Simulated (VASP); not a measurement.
A run of VASP 6.6.1 is set up as follows.

The input INCAR:

```
SYSTEM = As
  ALGO = Normal
  EDIFF = 1E-7
  EDIFFG = -0.01
  ENCUT = 600
  GGA = PE
  IBRION = 2
  ISIF = 4
  ISMEAR = 0
  IVDW = 12
  LASPH = .TRUE.
  LCHARG = .FALSE.
  LREAL = .FALSE.
  LWAVE = .FALSE.
  NELM = 100
  NSW = 50
  PREC = Accurate
  SIGMA = 0.1
```

Contents of KPOINTS:

```
k-points
0
G
  15 15 15
  0 0 0
```

The input POSCAR:

```
As
1.0
    1.8513944081      1.0689030599      3.2021148677
   -1.8513944081      1.0689030599      3.2021148677
    0.0000000000     -2.1378061198      3.2021148677
As
2
Direct
    0.7668407953      0.7668407953      0.7668407953
    0.2331592047      0.2331592047      0.2331592047
```

Potentials or basis: VASP PAW PBE potentials, release 64 (As).

The run is started by

```bash
$ cat potpaw_PBE.64/As/POTCAR > POTCAR
$ mpirun -np 1 vasp_std > vasp.out
```

Estimate the dispersion energy per atom.

-0.477 eV.

What does it give for the band gap on the k mesh?

Zero (bands 5 and 6 overlap by 0.33 eV).

The path:
| step | energy change (eV) | largest force (eV/Å) | pressure (GPa) | volume (Å³) |
| --- | --- | --- | --- | --- |
| 1 | 0.0000 | 0.2484 | 7.55 | 38.02 |
| 2 | -0.0042 | 0.0710 | 6.90 | 38.02 |
| 3 | -0.0048 | 0.0216 | 6.55 | 38.02 |
| 4 | -0.0048 | 0.0166 | 6.57 | 38.02 |
| 5 | -0.0051 | 0.0059 | 6.52 | 38.02 |
| 6 | -0.0052 | 0.0022 | 6.49 | 38.02 |
